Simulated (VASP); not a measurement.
# TiO2 (I4_1/amd) in VASP: single point with LDA

Aim: the single point of TiO2 with LDA.

Everything below comes from runs of VASP 6.6.1. Logs are shortened: lines on timing, memory, paths and dates and some standing lists are left out, and cuts for length are marked.

## 1. The cell of the first run

It takes space group I4_1/amd (No. 141, tetragonal). The conventional cell has a = 3.807 Å, b = 3.807 Å, c = 9.515 Å, α = 90.00°, β = 90.00°, γ = 90.00°. Ti (site symmetry -4m2) has 6 O at 1.95 to 1.97 Å within 2.6 Å. Within 2.6 Å of O (site symmetry 2mm) lie 3 Ti at 1.95 to 1.97 Å and 2 O at 2.46 Å.

## 2. Single point, LDA

INCAR reads:

```
ALGO = Normal ; EDIFF = 1E-6
ENCUT = 910 ; GGA = CA
GGA_COMPAT = False ; ISIF = 2
ISMEAR = 0 ; LASPH = True
LCHARG = True ; LELF = True
LREAL = False ; LVHAR = True
LWAVE = False ; NBANDS = 33
NELM = 120 ; PREC = Accurate
SIGMA = 0.01
```

KPOINTS reads:

```
k-points
0
Gamma
  6 6 6
```

POSCAR reads:

```
TiO2
1.0
   -1.9034526000      1.9034526000      4.7573000000
    1.9034526000     -1.9034526000      4.7573000000
    1.9034526000      1.9034526000     -4.7573000000
Ti O
2 4
Direct
    0.0000000000      0.0000000000      0.0000000000
    0.7500000000      0.2500000000      0.5000000000
    0.2072289862      0.2072289862      0.0000000000
    0.9572289862      0.4572289862      0.5000000000
    0.5427710138      0.0427710138      0.5000000000
    0.7927710138      0.7927710138      0.0000000000
```

Potentials or basis: VASP PAW LDA potentials, release 64 (Ti_sv, O_h).

Command:

```bash
cat potpaw_LDA.64/Ti_sv/POTCAR potpaw_LDA.64/O_h/POTCAR > POTCAR
mpirun -np 1 vasp_std > vasp.out
```

OUTCAR:

```text
EDIFF = 1E-6
   ENCUT = 910
   GGA = CA
   ISIF = 2
   ISMEAR = 0
   LASPH = True
   LREAL = False
   NELM = 120
   PREC = Accurate

 ion  position               nearest neighbor table
   1  0.000  0.000  0.000-   5 1.95   4 1.95   5 1.95   4 1.95   3 1.97   6 1.97
   2  0.750  0.250  0.500-   6 1.95   3 1.95   6 1.95   3 1.95   4 1.97   5 1.97
   3  0.207  0.207  0.000-   2 1.95   2 1.95   1 1.97
   4  0.957  0.457  0.500-   1 1.95   1 1.95   2 1.97
   5  0.543  0.043  0.500-   1 1.95   1 1.95   2 1.97
   6  0.793  0.793  0.000-   2 1.95   2 1.95   1 1.97

  LATTYP: Found a body centered tetragonal cell.
 ALAT       =     3.8069052000
 C/A-ratio  =     2.4993004817

  Lattice vectors:

 A1 = (  -1.9034526000,   1.9034526000,   4.7573000000)
 A2 = (   1.9034526000,  -1.9034526000,   4.7573000000)
 A3 = (   1.9034526000,   1.9034526000,  -4.7573000000)

Analysis of symmetry for initial positions (statically):
=====================================================================
 Subroutine PRICEL returns:
 Original cell was already a primitive cell.

 Routine SETGRP: Setting up the symmetry group for a
 body centered tetragonal supercell.

 Subroutine GETGRP returns: Found 16 space group operations
 (whereof  8 operations were pure point group operations)
 out of a pool of 16 trial point group operations.

The static configuration has the point symmetry D_2d.
 The point group associated with its full space group is D_4h.

Analysis of symmetry for dynamics (positions and initial velocities):
=====================================================================
 Subroutine PRICEL returns:
 Original cell was already a primitive cell.

 Routine SETGRP: Setting up the symmetry group for a
 body centered tetragonal supercell.

 Subroutine GETGRP returns: Found 16 space group operations
 (whereof  8 operations were pure point group operations)
 out of a pool of 16 trial point group operations.

The dynamic configuration has the point symmetry D_2d.
 The point group associated with its full space group is D_4h.

 Subroutine INISYM returns: Found 16 space group operations
 (whereof  8 operations are pure point group operations),
 and found     1 'primitive' translations

----------------------------------------------------------------------------------------

                                     Primitive cell

  volume of cell :      68.9453

  direct lattice vectors                    reciprocal lattice vectors
    -1.903452600  1.903452600  4.757300000     0.000000000  0.262680563  0.105101633
     1.903452600 -1.903452600  4.757300000     0.262680563  0.000000000  0.105101633
     1.903452600  1.903452600 -4.757300000     0.262680563  0.262680563  0.000000000

  length of vectors
     5.466092470  5.466092470  5.466092470     0.282926548  0.282926548  0.371486414

  position of ions in fractional coordinates (direct lattice)
     0.000000000  0.000000000  0.000000000
     0.750000000  0.250000000  0.500000000
     0.207228986  0.207228986  0.000000000
     0.957228986  0.457228986  0.500000000
     0.542771014  0.042771014  0.500000000
     0.792771014  0.792771014  0.000000000

  ion indices of the primitive-cell ions
   primitive index   ion index
                 1           1
                 2           2
                 3           3
                 4           4
                 5           5
                 6           6

----------------------------------------------------------------------------------------

 KPOINTS: k-points

Automatic generation of k-mesh.
 Grid dimensions read from file:
 generate k-points for:    6    6    6

 Generating k-lattice:

  Cartesian coordinates                     Fractional coordinates (reciprocal lattice)
     0.000000000  0.043780094  0.017516939     0.166666667  0.000000000  0.000000000
     0.043780094  0.000000000  0.017516939     0.000000000  0.166666667  0.000000000
     0.043780094  0.043780094  0.000000000     0.000000000  0.000000000  0.166666667

  Length of vectors
     0.047154425  0.047154425  0.061914402

  Shift w.r.t. Gamma in fractional coordinates (k-lattice)
     0.000000000  0.000000000  0.000000000

 Subroutine IBZKPT returns following result:
 ===========================================

 Found     30 irreducible k-points:

 Following reciprocal coordinates:
            Coordinates               Weight
  0.000000  0.000000  0.000000      1.000000
  0.166667  0.000000  0.000000      8.000000
  0.333333 -0.000000  0.000000      8.000000
  0.500000 -0.000000  0.000000      4.000000
  0.166667  0.166667  0.000000      8.000000
  0.333333  0.166667  0.000000     16.000000
[... 16 lines left out ...]
 -0.333333 -0.333333  0.166667      8.000000
 -0.166667 -0.333333  0.166667      8.000000
 [... further k-points ...]
   k-points           NKPTS =     30   k-points in BZ     NKDIM =     30   number of bands    NBANDS=     33
   number of dos      NEDOS =    301   number of ions     NIONS =      6
   total plane-waves  NPLWV = 157464
   dimension x,y,z NGX =    54 NGY =   54 NGZ =   54
   dimension x,y,z NGXF=   108 NGYF=  108 NGZF=  108
   ions per type =               2   4
   NGX,Y,Z   is equivalent  to a cutoff of  16.42, 16.42, 16.42 a.u.
   NGXF,Y,Z  is equivalent  to a cutoff of  32.85, 32.85, 32.85 a.u.
 SYSTEM =  unknown system
   PREC   = accura    normal or accurate (medium, high low for compatibility)
   ISTART =      0    job   : 0-new  1-cont  2-samecut
   ICHARG =      2    charge: 1-file 2-atom 10-const
   ISPIN  =      1    spin polarized calculation?
   LNONCOLLINEAR =      F non collinear calculations
   LSORBIT =      F    spin-orbit coupling
   LASPH  =      T    aspherical Exc in radial PAW
   ENCUT  =  910.0 eV  66.88 Ry    8.18 a.u.  13.44 13.44 13.44*2*pi/ulx,y,z
   NELM   =    120;   NELMIN=  2; NELMDL= -5     # of ELM steps
   EDIFF  = 0.1E-05   stopping-criterion for ELM
   LREAL  =      F    real-space projection
   EDIFFG = 0.1E-04   stopping-criterion for IOM
   NSW    =      0    number of steps for IOM
   IBRION =     -1    ionic relax: 0-MD 1-quasi-New 2-CG
   NFREE  =      0    steps in history (QN), initial steepest desc. (CG)
   ISIF   =      2    stress and relaxation
   ISYM   =      2    0-nonsym 1-usesym 2-fastsym
   POTIM  = 0.5000    time-step for ionic-motion
   TEBEG  =    0.0;   TEEND  =   0.0 temperature during run
   PSTRESS=    0.0 pullay stress
   NELECT =      48.0000    total number of electrons
   NUPDOWN=      -1.0000    fix difference up-down
   EMIN   =  10.00;   EMAX   =-10.00  energy-range for DOS
   EFERMI =   0.00;   METHOD = LEGACY
   ISMEAR =     0;   SIGMA  =   0.01  broadening in eV -4-tet -1-fermi 0-gaus
   EFERMI_NEDOS =   21; number of points for ismear=-14 and -15
   IALGO  =     38    algorithm
   IMIX   =      4    mixing-type and parameters
     AMIX     =   0.40;   BMIX     =  1.00
     AMIX_MAG =   1.60;   BMIX_MAG =  1.00
  volume/ion in A,a.u.               =      11.49        77.54
  Fermi-wavevector in a.u.,A,eV,Ry     =   1.450954  2.741906 28.643909  2.105268
  Thomas-Fermi vector in A             =   2.568507
   LORBIT       =      0    0 simple, 1 ext, 2 COOP (PROOUT), +10 PAW based schemes
   GGA     = CA    functional components
   LHFCALC =     F    Hartree Fock is set to
   AEXX    =    0.0000 exact exchange contribution
   IVDW    =     0    specifies the selected vdW correction
   LEPSILON=     F    determine dielectric tensor
   LRPA    =     F    only Hartree local field effects (RPA)
 non-spin polarized calculation
 Gauss-broadening in eV      SIGMA  =   0.01
  energy-cutoff  :      910.00
  volume of cell :       68.95
 maximum number of plane-waves:      4317
 NGX is ok and might be reduce to    54
   NGX = 27   NGY = 27   NGZ = 27

 number of electron      47.9999999 magnetization

 Free energy of the ion-electron system (eV)
  ---------------------------------------------------
  ext. energy  EPLUGINS =         0.00000000
  ---------------------------------------------------
  free energy    TOTEN  =       -58.81326632 eV

  energy without entropy =      -58.81326632  energy(sigma->0) =      -58.81326632

 E-fermi :   3.5487     XC(G=0): -11.2840

 val. band max:        3.3561545212   @ k =   0.5000   0.5000   0.0000
 cond. band min:       5.3994619527   @ k =   0.0000   0.0000   0.0000
 fundamental gap:      2.0433074315
 Fermi energy:         3.5487118551

 k-point     1 :       0.0000    0.0000    0.0000
  band No.  band energies     occupation
      1     -52.2688      2.00000
      2     -52.2056      2.00000
      3     -29.1425      2.00000
      4     -28.8905      2.00000
      5     -28.8905      2.00000
      6     -28.8158      2.00000
[... 25 lines left out ...]
     32       8.6560      0.00000
     33       8.7649      0.00000

 k-point     2 :       0.1667    0.0000    0.0000
  band No.  band energies     occupation
      1     -52.2652      2.00000
      2     -52.2082      2.00000
      3     -29.1344      2.00000
      4     -28.9238      2.00000
      5     -28.8931      2.00000
      6     -28.8283      2.00000
[... 25 lines left out ...]
     32       8.9308      0.00000
     33       9.2698      0.00000

 k-point     3 :       0.3333   -0.0000    0.0000
  band No.  band energies     occupation
      1     -52.2565      2.00000
      2     -52.2147      2.00000
      3     -29.1180      2.00000
      4     -28.9873      2.00000
      5     -28.8976      2.00000
      6     -28.8465      2.00000
[... 25 lines left out ...]
     32       9.2951      0.00000
     33       9.7729      0.00000

 k-point     4 :       0.5000   -0.0000    0.0000
  band No.  band energies     occupation
      1     -52.2509      2.00000
      2     -52.2193      2.00000
      3     -29.1081      2.00000
      4     -29.0209      2.00000
      5     -28.8995      2.00000
      6     -28.8506      2.00000
[... 25 lines left out ...]
     32       9.3936      0.00000
     33      10.0039      0.00000

 k-point     5 :       0.1667    0.1667    0.0000
  band No.  band energies     occupation
      1     -52.2599      2.00000
      2     -52.2124      2.00000
      3     -29.1169      2.00000
      4     -28.9478      2.00000
      5     -28.9111      2.00000
      6     -28.8365      2.00000
[... 604 lines left out ...]
 k-point    22 :      -0.1667    0.5000    0.1667
  band No.  band energies     occupation
      1     -52.2493      2.00000
      2     -52.2220      2.00000
      3     -29.0828      2.00000
      4     -28.9984      2.00000
      5     -28.9037      2.00000
      6     -28.8499      2.00000
[... 25 lines left out ...]
     32       9.3702      0.00000
     33       9.5734      0.00000

 k-point    23 :      -0.3333   -0.3333    0.1667
  band No.  band energies     occupation
      1     -52.2499      2.00000
      2     -52.2225      2.00000
      3     -29.0611      2.00000
      4     -28.9685      2.00000
      5     -28.9167      2.00000
      6     -28.8482      2.00000
[... 25 lines left out ...]
     32       9.3379      0.00000
     33       9.7456      0.00000

 k-point    24 :      -0.1667   -0.3333    0.1667
  band No.  band energies     occupation
      1     -52.2576      2.00000
      2     -52.2158      2.00000
      3     -29.0890      2.00000
      4     -28.9390      2.00000
      5     -28.9031      2.00000
      6     -28.8222      2.00000
[... 25 lines left out ...]
     32       9.0505      0.00000
     33       9.1977      0.00000

 [... further k-points ...]
[... 5 lines left out ...]
  --------------------------------------------------------------------------------------
  -------------------------------------------------------------------------------------
  Total       -3.8965644     -3.8965644     -2.4123920      0.0000000      0.0000000      0.0000000
  in kB      -90.5498578    -90.5498578    -56.0600917      0.0000000      0.0000000      0.0000000
  external PRESSURE =     -79.0532691 kB  Pullay stress =       0.0000000 kB

 VOLUME and BASIS-vectors are now :
 -----------------------------------------------------------------------------
  energy-cutoff  :      910.00
  volume of cell :       68.95
      direct lattice vectors                 reciprocal lattice vectors
    -1.903452600  1.903452600  4.757300000     0.000000000  0.262680563  0.105101633
     1.903452600 -1.903452600  4.757300000     0.262680563  0.000000000  0.105101633
     1.903452600  1.903452600 -4.757300000     0.262680563  0.262680563  0.000000000

 POSITION                                       TOTAL-FORCE (eV/Angst)
 -----------------------------------------------------------------------------------
      0.00000      0.00000      0.00000         0.000000      0.000000     -0.000000
     -0.00000      1.90345      2.37865         0.000000      0.000000     -0.000000
      0.00000      0.00000      1.97170         0.000000     -0.000000      0.037075
     -0.00000      1.90345      4.35035        -0.000000      0.000000      0.037075
      0.00000      1.90345      0.40695        -0.000000      0.000000     -0.037075
      0.00000      0.00000      7.54290         0.000000     -0.000000     -0.037075
 -----------------------------------------------------------------------------------
    total drift:                                0.000000      0.000000      0.000000

  FREE ENERGIE OF THE ION-ELECTRON SYSTEM (eV)
  ---------------------------------------------------
  free  energy   TOTEN  =       -58.8132663195 eV

  energy  without entropy=      -58.8132663195  energy(sigma->0) =      -58.81326632
```

Run time: 5.3 min. Hardware: 1 thread of Intel Xeon Platinum 8259CL at 2.50GHz (Skylake/Cascade Lake), shared host; peak memory 0.37 GiB.

Results:

* Free energy: -58.8133 eV
* Pressure: -7.9 GPa
* Largest force: 0.037 eV/Å
* Band gap on the k mesh: 2.04 eV (least direct gap 2.33 eV)

Forces on the atoms (eV/Å):
```
Ti   0.000  0.000  0.000
Ti   0.000  0.000  0.000
O    0.000  0.000  0.037
O    0.000  0.000  0.037
O    0.000  0.000 -0.037
O    0.000  0.000 -0.037
```

Levels at points of the mesh, in eV from the valence-band top:
```tsv
k point	band 22	band 23	band 24	band 25	band 26	band 27
(0.00, 0.00, 0.00)	-0.68	-0.40	-0.40	2.04	2.81	3.96
(0.50, 0.00, 0.00)	-0.89	-0.75	-0.56	3.16	3.51	3.53
(0.50, 0.50, 0.00)	-1.98	0.00	0.00	3.29	3.29	3.79
(0.50, 0.50, 0.50)	-1.18	-0.05	-0.05	2.41	2.41	3.73
```

Caveat: the cutoff is under 1.25 times the usual one of these potentials, so pressure, stress and relaxed cells hold a basis-set (Pulay) error; the cell stands under tension.
